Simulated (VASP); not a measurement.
Wanted: the native input for a VASP 6.6.1 run.

* Task: single point
* Functional: PBEsol
* Potentials or basis: VASP PAW PBE potentials, release 64 (Pt, S)
* Cutoff: 520 eV
* k mesh: 7 × 7 × 5
* Occupations: fermi-dirac, width 0.05 eV
* Spin: no spin polarisation
* Dipole correction: no
* Further INCAR settings: ALGO = Normal; EDIFF = 1e-06; NBANDS = 18

The structure of PtS2 lies in POSCAR:

```
PtS2
1.0
    3.5432000000      0.0000000000      0.0000000000
   -1.7716000000      3.0685012107      0.0000000000
    0.0000000000      0.0000000000      5.0388000000
Pt S
1 2
Direct
    0.0000000000      0.0000000000      0.0000000000
    0.6666666667      0.3333333333      0.7730000000
    0.3333333333      0.6666666667      0.2270000000
```

One way to write it, as run:

INCAR

```
ALGO     = Normal         # electronic algorithm
EDIFF    = 1E-6           # SCF threshold, eV
ENCUT    = 520            # plane-wave cutoff, eV
GGA      = PS             # functional
ISIF     = 2              # what is computed and relaxed
ISMEAR   = -1             # smearing method
LASPH    = T              # aspherical terms in the spheres
LCHARG   = F              # write CHGCAR
LREAL    = F              # projectors in reciprocal space
LWAVE    = F              # write WAVECAR
NBANDS   = 18             # bands
NELM     = 100            # most SCF steps
PREC     = Accurate       # precision mode
SIGMA    = 0.05           # smearing width, eV
```

KPOINTS

```
k-points
0
Gamma
  7 7 5
```

Potentials or basis: VASP PAW PBE potentials, release 64 (Pt, S).

The run is started by

```console
$ cat potpaw_PBE.64/Pt/POTCAR potpaw_PBE.64/S/POTCAR > POTCAR
$ mpirun -np 1 vasp_std > vasp.out
```

It gave:

The pressure is 6.1 GPa. The largest force is 0.932 eV/Å and the band gap on the k mesh is 0.82 eV (least direct gap 1.11 eV).

Caveat: the cell stands under pressure; the PAW data sets were made with another functional, which shifts forces and pressure a little; spin-orbit coupling is left out, which moves the levels of the heavy elements; an odd mesh through Γ misses points on the zone boundary, where band edges can lie.

It took 39 s on 1 thread of Intel Xeon 8259CL, with other jobs on the host, peak memory 0.19 GiB.
